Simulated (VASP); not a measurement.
InSe: single point with PBEsol+D3(BJ)

Crystal: InSe.

```
In Se
1.0
     1.95917    1.13113    8.26771
    -1.95917    1.13113    8.26771
     0.00000   -2.26226    8.26771
In Se
2 2
Direct
  0.88860 0.88860 0.88860
  0.00000 0.00000 0.00000
  0.17190 0.17190 0.17190
  0.38350 0.38350 0.38350
```

```
Program                : VASP 6.6.1
Task                   : single point
Functional             : PBEsol
Dispersion             : D3(BJ)
Potentials or basis    : VASP PAW PBE potentials, release 64 (In_d, Se)
Cutoff                 : 520 eV
k mesh                 : 8 × 8 × 8
Occupations            : fermi-dirac, width 0.05 eV
Spin                   : no spin polarisation
Dipole correction      : no
Further INCAR settings : ALGO = Normal; EDIFF = 1e-07; NBANDS = 27
```

| Property | Result |
| --- | --- |
| Pressure | 2.1 GPa |
| Largest force | 0.625 eV/Å |
| Band gap on the k mesh | 0.50 eV |
| Dispersion energy per atom | -0.308 eV |

Forces in eV/Å, atoms in the order of the input:
```
In   0.000  0.000  0.583
In   0.000  0.000 -0.564
Se   0.000  0.000 -0.625
Se   0.000  0.000  0.606
```

Stress tensor (GPa, compression positive):
```
2.60 0.00 0.00
0.00 2.60 0.00
0.00 0.00 1.09
```

Levels at points of the mesh, in eV from the valence-band top:
```
           k point  band 17  band 18  band 19  band 20  band 21  band 22
(0.00, 0.00, 0.00)    -1.39    -1.29    -1.29     1.77     2.11     4.42
(0.50, 0.00, 0.00)    -2.54    -2.43    -1.82     1.08     2.01     3.56
(0.50, 0.50, 0.00)    -2.72    -2.22    -1.65     1.14     1.95     3.17
(0.50, 0.50, 0.50)    -1.20    -1.20     0.00     0.50     2.12     4.32
```

Wall time 8.2 min on 1 thread of AMD EPYC 9R45 96-Core Processor (Zen 5), on a shared host, peak memory 0.57 GiB.

Caveat: semilocal functionals underestimate gaps, and a narrow one can read as zero; the PAW data sets were made with another functional, which shifts forces and pressure a little; spin-orbit coupling is left out, which moves the levels of the heavy elements. A k mesh can miss the band edges.
